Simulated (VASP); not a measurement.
# Si3N in VASP: notebook

The runs below take Si3N through single point, with PBE+D3(BJ).

All numbers are computed with VASP 6.6.1; they aren't measurements. Logs are shortened: lines on timing, memory, paths and dates and some standing lists are left out, and cuts for length are marked.

**1. The cell of the first run**

The cell holds a slab with vacuum, 8 atoms: a = 3.833 Å, b = 5.421 Å, c = 22.488 Å, α = 90.00°, β = 90.00°, γ = 90.00°.

**2. Single point, PBE+D3(BJ)**

INCAR

```
PREC = Accurate ; ENCUT = 1000
EDIFF = 1E-6 ; ISMEAR = 0
SIGMA = 0.05 ; LREAL = F
LASPH = T ; NELM = 120
ALGO = Normal ; ISIF = 2
LWAVE = F ; LCHARG = F
LDIPOL = T ; IDIPOL = 3
DIPOL = 0.5 0.5 0.321 ; GGA = PE
IVDW = 12 ; NBANDS = 27
GGA_COMPAT = F ; NELMDL = -8
```

KPOINTS

```
Automatic mesh
0
Gamma
  7 5 1
```

POSCAR

```
Si3N
1.0
    3.8333442755      0.0000000000      0.0000000000
    0.0000000000      5.4211674636      0.0000000000
    0.0000000000      0.0000000000     22.4877586337
Si N
6 2
Direct
    0.5000000000      0.0000000000      0.1778745523
    0.0000000000      0.2500000000      0.1778745523
    0.0000000000      0.5038839981      0.2608672216
    0.5000000000      0.7461160019      0.2608672216
    0.5000000000      0.0086033066      0.3418641564
    0.0000000000      0.2413966934      0.3418641564
    1.0000000000      0.1752699732      0.4797169344
    1.0000000000      0.1752699732      0.5286324363
```

Potentials or basis: VASP PAW PBE potentials, release 64 (Si, N_h).

Command:

```
> cat potpaw_PBE.64/Si/POTCAR potpaw_PBE.64/N_h/POTCAR > POTCAR
> mpirun -np 1 vasp_std > vasp.out
```

OUTCAR:

```text
PREC = Accurate
   ENCUT = 1000
   EDIFF = 1E-6
   ISMEAR = 0
   LREAL = F
   LASPH = T
   NELM = 120
   ISIF = 2
   GGA = PE
   IVDW = 12
   NELMDL = -8
 IVDW          = 12

 ion  position               nearest neighbor table
   1  0.500  0.000  0.178-   4 2.32   2 2.35   2 2.35
   2  0.000  0.250  0.178-   3 2.32   1 2.35   1 2.35
   3  0.000  0.504  0.261-   6 2.31   2 2.32   4 2.32   4 2.32
   4  0.500  0.746  0.261-   5 2.31   1 2.32   3 2.32   3 2.32
   5  0.500  0.009  0.342-   6 2.29   6 2.29   4 2.31
   6  0.000  0.241  0.342-   5 2.29   5 2.29   3 2.31
   7  0.000  0.175  0.480-   8 1.10
   8  0.000  0.175  0.529-   7 1.10

  LATTYP: Found a simple orthorhombic cell.
 ALAT       =     3.8333442755
 B/A-ratio  =     1.4142135624
 C/A-ratio  =     5.8663550721

  Lattice vectors:

 A1 = (   3.8333442755,   0.0000000000,   0.0000000000)
 A2 = (   0.0000000000,   5.4211674636,   0.0000000000)
 A3 = (   0.0000000000,   0.0000000000,  22.4877586337)

Analysis of symmetry for initial positions (statically):
=====================================================================
 Subroutine PRICEL returns:
 Original cell was already a primitive cell.

 Routine SETGRP: Setting up the symmetry group for a
 simple orthorhombic supercell.

 Subroutine GETGRP returns: Found  2 space group operations
 (whereof  2 operations were pure point group operations)
 out of a pool of  8 trial point group operations.

The static configuration has the point symmetry C_1h.

Analysis of symmetry for dynamics (positions and initial velocities):
=====================================================================
 Subroutine PRICEL returns:
 Original cell was already a primitive cell.

 Routine SETGRP: Setting up the symmetry group for a
 simple orthorhombic supercell.

 Subroutine GETGRP returns: Found  2 space group operations
 (whereof  2 operations were pure point group operations)
 out of a pool of  8 trial point group operations.

The dynamic configuration has the point symmetry C_1h.

 Subroutine INISYM returns: Found  2 space group operations
 (whereof  2 operations are pure point group operations),
 and found     1 'primitive' translations

----------------------------------------------------------------------------------------

                                     Primitive cell

  volume of cell :     467.3226
[... 97 lines left out ...]
   TEBEG  =    0.0;   TEEND  =   0.0 temperature during run
   PSTRESS=    0.0 pullay stress
   NELECT =      34.0000    total number of electrons
   NUPDOWN=      -1.0000    fix difference up-down
   EMIN   =  10.00;   EMAX   =-10.00  energy-range for DOS
   EFERMI =   0.00;   METHOD = LEGACY
   ISMEAR =     0;   SIGMA  =   0.05  broadening in eV -4-tet -1-fermi 0-gaus
   EFERMI_NEDOS =   21; number of points for ismear=-14 and -15
   IALGO  =     38    algorithm
   IMIX   =      4    mixing-type and parameters
     AMIX     =   0.40;   BMIX     =  1.00
     AMIX_MAG =   1.60;   BMIX_MAG =  1.00
  volume/ion in A,a.u.               =      58.42       394.21
  Fermi-wavevector in a.u.,A,eV,Ry     =   0.683432  1.291500  6.355006  0.467080
  Thomas-Fermi vector in A             =   1.762794
   LORBIT       =      0    0 simple, 1 ext, 2 COOP (PROOUT), +10 PAW based schemes
   GGA     = PE    functional components
   LHFCALC =     F    Hartree Fock is set to
   AEXX    =    0.0000 exact exchange contribution
   IVDW    =    12    specifies the selected vdW correction
   LEPSILON=     F    determine dielectric tensor
   LRPA    =     F    only Hartree local field effects (RPA)
 non-spin polarized calculation
 Gauss-broadening in eV      SIGMA  =   0.05
  energy-cutoff  :     1000.00
  volume of cell :      467.32
 maximum number of plane-waves:     33592
 NGX is ok and might be reduce to    40
   NGX = 19   NGY = 27   NGZ =115

 number of electron      34.0000000 magnetization

 dipolmoment           0.000000      0.000000     -0.035911 electrons x Angstroem

 Free energy of the ion-electron system (eV)
  ---------------------------------------------------
  ext. energy  EPLUGINS =         0.00000000
  ---------------------------------------------------
  free energy    TOTEN  =       -45.12337412 eV

  energy without entropy =      -45.11701388  energy(sigma->0) =      -45.12019400

 E-fermi :  -1.5515     XC(G=0):  -3.7994

 val. band max:       -1.5707640443   @ k =   0.2857   0.2000   0.0000
 cond. band min:      -1.5262002016   @ k =   0.2857   0.4000   0.0000
 fundamental gap:      0.0445638427
 Fermi energy:        -1.5515413581

 k-point     1 :       0.0000    0.0000    0.0000
  band No.  band energies     occupation
      1     -25.5501      2.00000
      2     -13.0110      2.00000
      3     -11.2551      2.00000
      4     -10.8465      2.00000
      5      -9.6984      2.00000
      6      -8.9329      2.00000
[... 349 lines left out ...]
     26       2.8609      0.00000
     27       3.3187      0.00000

------------------------ aborting loop because EDIFF is reached ----------------------------------------

 vacuum level on the upper side and lower side of the slab       (xc-potential included)        -0.255         0.052

 Edisp (eV)   -1.64205

 E8    (eV) :    -0.6962

  FORCE on cell =-STRESS in cart. coord.  units (eV):
  Direction    XX          YY          ZZ          XY          YZ          ZX
  --------------------------------------------------------------------------------------
  -------------------------------------------------------------------------------------
  Total       0.23122     0.24365     1.48255     0.00000    -0.14228     0.00000
  in kB       0.79273     0.83534     5.08280     0.00000    -0.48779     0.00000
  external pressure =        2.24 kB  Pullay stress =        0.00 kB

 VOLUME and BASIS-vectors are now :
 -----------------------------------------------------------------------------
  energy-cutoff  :     1000.00
  volume of cell :      467.32
      direct lattice vectors                 reciprocal lattice vectors
     3.833344276  0.000000000  0.000000000     0.260868821  0.000000000  0.000000000
     0.000000000  5.421167464  0.000000000     0.000000000  0.184462112  0.000000000
     0.000000000  0.000000000 22.487758634     0.000000000  0.000000000  0.044468638

 POSITION                                       TOTAL-FORCE (eV/Angst)
 -----------------------------------------------------------------------------------
      1.91667      0.00000      4.00000         0.000000      0.579412     -0.029280
      0.00000      1.35529      4.00000         0.000000     -0.567788     -0.041223
      0.00000      2.73164      5.86632         0.000000     -0.085665     -0.027146
      1.91667      4.04482      5.86632         0.000000      0.112933     -0.010192
      1.91667      0.04664      7.68776         0.000000     -0.062408      0.060627
      0.00000      1.30865      7.68776         0.000000      0.046626     -0.155142
      0.00000      0.95017     10.78776         0.000000     -0.043088     -0.298295
      0.00000      0.95017     11.88776         0.000000      0.019978      0.500652
 -----------------------------------------------------------------------------------
    total drift:                               -0.000000      0.000025     -0.000025

  FREE ENERGIE OF THE ION-ELECTRON SYSTEM (eV)
  ---------------------------------------------------
  free  energy   TOTEN  =       -46.7654240676 eV

  energy  without entropy=      -46.7590638273  energy(sigma->0) =      -46.76224395

 vacuum level on the upper side and lower side of the slab         2.897         3.203
```

Run time: 17 min. Hardware: 1 thread of Intel Xeon Platinum 8375C at 2.90GHz (Ice Lake), shared host; peak memory 1.1 GiB.

What came out:

| Property | Result |
| --- | --- |
| Free energy | -46.7654 eV |
| Largest force | 0.580 eV/Å |
| Band gap on the k mesh | zero (bands 17 and 18 overlap by 0.30 eV) |
| Dispersion energy per atom | -0.205 eV |

Forces on the atoms (eV/Å):
```
Si   0.000  0.579 -0.029
Si   0.000 -0.568 -0.041
Si   0.000 -0.086 -0.027
Si   0.000  0.113 -0.010
Si   0.000 -0.062  0.061
Si   0.000  0.047 -0.155
N    0.000 -0.043 -0.298
N    0.000  0.020  0.501
```

**3. Single point, PBE+D3(BJ)**

INCAR

```
SYSTEM = Si3N
ALGO = Normal
DIPOL = 0.5 0.5 0.321
EDIFF = 1E-6
ENCUT = 1000
GGA = PE
GGA_COMPAT = .False.
IDIPOL = 3
ISIF = 2
ISMEAR = 0
IVDW = 12
LASPH = .True.
LCHARG = .False.
LDIPOL = .True.
LREAL = .False.
LWAVE = .False.
NBANDS = 27
NELM = 120
NELMDL = -8
PREC = Accurate
SIGMA = 0.05
```

KPOINTS

```
k-points
0
Gamma
  7 5 1
  0 0 0
```

POSCAR: that of step 2 with these lines changed.

```diff
@@ -14,3 +14,3 @@
     0.0000000000      0.2413966934      0.3418641564
-    1.0000000000      0.1752699732      0.4797169344
-    1.0000000000      0.1752699732      0.5286324363
+    1.0000000000      0.0086033066      0.4797169344
+    1.0000000000      0.0086033066      0.5286324363
```

Potentials or basis: VASP PAW PBE potentials, release 64 (Si, N_h).

Command:

```
> cat potpaw_PBE.64/Si/POTCAR potpaw_PBE.64/N_h/POTCAR > POTCAR
> mpirun -np 1 vasp_std > vasp.out
```

It took 22 min on 1 thread of Intel Xeon Platinum 8488C (Sapphire Rapids), shared host; peak memory 1.1 GiB.

It converged, with:

```
Free energy                : -46.7967 eV
Largest force              : 0.570 eV/Å
Band gap on the k mesh     : zero (bands 17 and 18 overlap by 0.29 eV)
Dispersion energy per atom : -0.205 eV
```

Forces on the atoms (eV/Å):
```
Si   0.000  0.569 -0.030
Si   0.000 -0.561 -0.048
Si   0.000 -0.102 -0.009
Si   0.000  0.087 -0.019
Si   0.000 -0.001  0.003
Si   0.000  0.048 -0.014
N    0.000 -0.053 -0.397
N    0.000  0.013  0.514
```

Levels at points of the mesh, in eV from the Fermi level:
| k point | band 15 | band 16 | band 17 | band 18 | band 19 | band 20 |
| --- | --- | --- | --- | --- | --- | --- |
| (0.00, 0.00, 0.00) | -0.68 | -0.44 | -0.32 | 0.24 | 1.17 | 1.98 |

**4. Single point, PBE+D3(BJ)**

INCAR

```
ALGO = Normal
DIPOL = 0.5 0.5 0.321
EDIFF = 1E-6
ENCUT = 1000
GGA = PE
GGA_COMPAT = False
IDIPOL = 3
ISIF = 2
ISMEAR = 0
IVDW = 12
LASPH = True
LCHARG = False
LDIPOL = True
LREAL = False
LWAVE = False
NBANDS = 27
NELM = 120
NELMDL = -8
PREC = Accurate
SIGMA = 0.05
```

KPOINTS

```
k-points
0
Gamma
  7 5 1
```

POSCAR: that of step 3 with these lines changed.

```diff
@@ -14,3 +14,3 @@
     0.0000000000      0.2413966934      0.3418641564
-    1.0000000000      0.0086033066      0.4797169344
-    1.0000000000      0.0086033066      0.5286324363
+    0.5000000000      0.0086033066      0.4797169344
+    0.5000000000      0.0086033066      0.5286324363
```

Command:

```
> cat potpaw_PBE.64/Si/POTCAR potpaw_PBE.64/N_h/POTCAR > POTCAR
> mpirun -np 1 vasp_std > vasp.out
```

Wall time 20 min (1 thread of Intel Xeon Platinum 8259CL at 2.50GHz (Skylake/Cascade Lake), shared host); peak memory 1.1 GiB.

Results (log left out):

```
Free energy                : -46.7604 eV
Largest force              : 0.575 eV/Å
Band gap on the k mesh     : zero (bands 17 and 18 overlap by 0.29 eV)
Dispersion energy per atom : -0.205 eV
```

Forces in eV/Å, atoms in the order of the input:
```
Si   0.000  0.563 -0.046
Si   0.000 -0.574 -0.034
Si   0.000 -0.119 -0.005
Si   0.000  0.078 -0.020
Si   0.000 -0.019 -0.202
Si   0.000  0.067  0.095
N    0.000  0.015 -0.261
N    0.000 -0.012  0.473
```

Levels at points of the mesh, in eV from the Fermi level:
| k point | band 15 | band 16 | band 17 | band 18 | band 19 | band 20 |
| --- | --- | --- | --- | --- | --- | --- |
| (0.00, 0.00, 0.00) | -0.70 | -0.46 | -0.34 | 0.21 | 1.14 | 1.90 |

**5. Summary**

| cell | gap on the mesh (eV) | largest force (eV/Å) |
| --- | --- | --- |
| as given, atomic positions A | none | 0.58 |
| as given, atomic positions B | none | 0.57 |
| as given, atomic positions C | none | 0.57 |

Alike in all rows: task single point; level PBE+D3(BJ); potentials or basis VASP PAW PBE potentials, release 64 (Si, N_h); no spin polarisation; k mesh 7 × 5 × 1; cutoff (eV) 1000; smearing gaussian 0.05 eV.

Absolute energies hang on the potentials; compare differences alone.

The gap in the log of VASP goes by the Fermi energy; the results here count the filled bands.